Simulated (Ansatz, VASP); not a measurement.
# BiTe in VASP and in Ansatz

The input INCAR:

```
ALGO = Normal ; EDIFF = 1E-8
ENCUT = 520 ; ISIF = 2
ISMEAR = -1 ; LASPH = True
LCHARG = False ; LEFG = True
LREAL = False ; LWAVE = False
NBANDS = 18 ; NELM = 80
PREC = Accurate ; SIGMA = 0.08
```

KPOINTS

```
k-points
0
Gamma
  10 10 10
```

Contents of POSCAR:

```
BiTe
1.0
    0.0000000000      3.2984474805      3.2984474805
    3.2984474805      0.0000000000      3.2984474805
    3.2984474805      3.2984474805      0.0000000000
Bi Te
1 1
Direct
    0.0000000000      0.0000000000      0.0000000000
    0.5000000000      0.5000000000      0.5000000000
```

Input for Ansatz:

```yaml
crystal:
  lattice:
    - [0.0, 3.2984474805, 3.2984474805]
    - [3.2984474805, 0.0, 3.2984474805]
    - [3.2984474805, 3.2984474805, 0.0]
  atoms:
    - { symbol: Bi, position: [0.0, 0.0, 0.0] }
    - { symbol: Te, position: [0.5, 0.5, 0.5] }
kpoints:
  mp_grid: { grid: [10, 10, 10] }
scf:
  occupations: { method: fermi_dirac, width: 0.08 }
hamiltonian:
  xc: lda
  pseudopotentials: { kind: paw }
output:
  forces: true
  stress: true
  eigenvalues: true
  efg: { contact_densities: true }
```

Change from the starting cell: volume scaled by 1.06, PAW files.

Alike in both runs: task electric field gradients; functional LDA; k mesh 10 × 10 × 10; occupations fermi-dirac, width 0.08 eV; no spin polarisation.

```csv
,VASP,Ansatz
version,VASP 6.6.1,Ansatz 0.2.0
potentials or method,"VASP PAW LDA potentials, release 64 (Bi_d, Te)","PAW with Ansatz's default frozen-core files, scalar-relativistic"
plane-wave cutoff (eV),520,420
valence electrons in the cell,21,31
```

```csv
,VASP,Ansatz,Ansatz less VASP
pressure (GPa),-5.0,-5.0,-0.04
```

LDA's correlation is that of Perdew and Zunger in VASP and of Perdew and Wang (1992) in Ansatz. VASP's potentials hold 21 valence electrons a cell and Ansatz's 31, so a difference there can come from the potentials and not from the codes.

Neither program's run includes spin-orbit coupling.
